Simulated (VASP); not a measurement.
Input of a VASP 6.6.1 run:

The input INCAR:

```
SYSTEM = Al32Cu
  PREC = Accurate
  ENCUT = 520
  EDIFF = 1E-7
  ISMEAR = -1
  SIGMA = 0.05
  LREAL = Auto
  LASPH = .True.
  NELM = 60
  ALGO = Normal
  ISIF = 2
  LWAVE = .False.
  LCHARG = .True.
  GGA = PE
  IVDW = 12
  LELF = .True.
  LVHAR = .True.
  NBANDS = 76
```

KPOINTS

```
regular mesh
0
Gamma
  2 2 2
  0 0 0
```

The input POSCAR:

```
Al32Cu
1.0
    8.1000000000      0.0000000000      0.0000000000
    0.0000000000      8.1000000000      0.0000000000
    0.0000000000      0.0000000000      8.1000000000
Al Cu
32 1
Direct
    0.5516227160      0.0135755556      0.0000798765
    0.7727941975      0.2728490123      0.0000948148
    0.7542465432      0.0042648148      0.2593191358
   -0.0278461728     -0.0337769136      0.0001490123
    0.2670598765      0.1333572840      0.0001992593
    0.4771271605      0.4772264198      0.0000780247
    0.6983574074      0.7363554321      0.0000598765
    0.2536908642     -0.0120192593      0.2860829630
    0.5033201235      0.2452329630      0.2547290123
    0.7468587654      0.5049625926      0.2547158025
    0.5097558025     -0.0025356790      0.5001004938
    0.7462032099      0.2535597531      0.5000849383
    0.7542802469      0.0042543210      0.7409140741
   -0.0170077778      0.6167514815      0.0002601235
    0.2778939506      0.7837288889      0.0000777778
    0.0057837037      0.2465000000      0.2527387654
    0.2442395062      0.5038158025      0.2525674074
    0.4958714815      0.7459879012      0.2593316049
   -0.0056433333      0.0162687654      0.5001459259
    0.2564667901      0.2573983951      0.5000655556
    0.5038754321      0.4967129630      0.5000941975
    0.7404796296      0.7527555556      0.5001397531
    0.2537203704     -0.0119596296      0.7141935802
    0.5032786420      0.2452333333      0.7454344444
    0.7468277778      0.5049448148      0.7454480247
   -0.0034760494      0.7622558025      0.2860337037
   -0.0063232099      0.4928998765      0.5000988889
    0.2557965432      0.7339093827      0.5001337037
    0.0057753086      0.2465277778      0.7473979012
    0.2443296296      0.5037322222      0.7475666667
    0.4958556790      0.7459281481      0.7408483951
   -0.0034449383      0.7621949383      0.7143313580
    0.1247450617      0.3748507407      0.0000003704
```

Potentials or basis: VASP PAW PBE potentials, release 64 (Al, Cu).

The run is started by

```bash
$ cat potpaw_PBE.64/Al/POTCAR potpaw_PBE.64/Cu/POTCAR > POTCAR
$ mpirun -np 1 vasp_std > vasp.out
```

Task: Predict the dispersion energy per atom.

Result: -0.347 eV.

Task: Estimate the band gap on the k mesh.

Result: Zero (an odd number of electrons rules out a gap without spin polarisation).

Task: What does it give for the largest force?

Result: 0.012 eV/Å.

Task: What does it give for the pressure?

Result: 0.5 GPa.

Stress tensor (GPa, compression positive):
```
 0.39 -1.13  0.00
-1.13  0.80  0.00
 0.00  0.00  0.22
```

Caveat: the k points lie up to 0.39 Å⁻¹ apart, too coarse for converged energies and pressures of a metal.
